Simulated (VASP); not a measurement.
Input of a VASP 6.6.1 run:

The input INCAR:

```
SYSTEM = CuO
ALGO     = Normal         ! electronic algorithm
EDIFF    = 1E-8           ! SCF threshold, eV
ENCUT    = 520            ! plane-wave cutoff, eV
GGA      = PE             ! functional
IBRION   = 8              ! ionic algorithm
ISIF     = 2              ! what is computed and relaxed
ISMEAR   = -1             ! smearing method
LASPH    = .True.         ! aspherical terms in the spheres
LCHARG   = .False.        ! write CHGCAR
LREAL    = .False.        ! projectors in reciprocal space
LWAVE    = .False.        ! write WAVECAR
NBANDS   = 16             ! bands
NELM     = 80             ! most SCF steps
NSW      = 1              ! ionic steps
PREC     = Accurate       ! precision mode
SIGMA    = 0.15           ! smearing width, eV
```

File KPOINTS:

```
k-points
0
Gamma
  22 22 22
  0 0 0
```

The input POSCAR:

```
CuO
1.0
    0.0000000000      2.1240472426      2.1240472426
    2.1240472426      0.0000000000      2.1240472426
    2.1240472426      2.1240472426      0.0000000000
Cu O
1 1
Direct
    0.5000000000      0.5000000000      0.5000000000
    0.0000000000      0.0000000000      0.0000000000
```

Potentials or basis: VASP PAW PBE potentials, release 64 (Cu, O).

Command:

```console
$ cat potpaw_PBE.64/Cu/POTCAR potpaw_PBE.64/O/POTCAR > POTCAR
$ mpirun -np 1 vasp_std > vasp.out
```

Question: Predict the highest phonon frequency at Γ, LO-TO splitting left out.

Answer: 335 cm⁻¹.

Phonon frequencies in cm⁻¹ (negative: imaginary):
```
              q point        frequencies
(0.000, 0.000, 0.000)  0 0 0 335 335 335
```
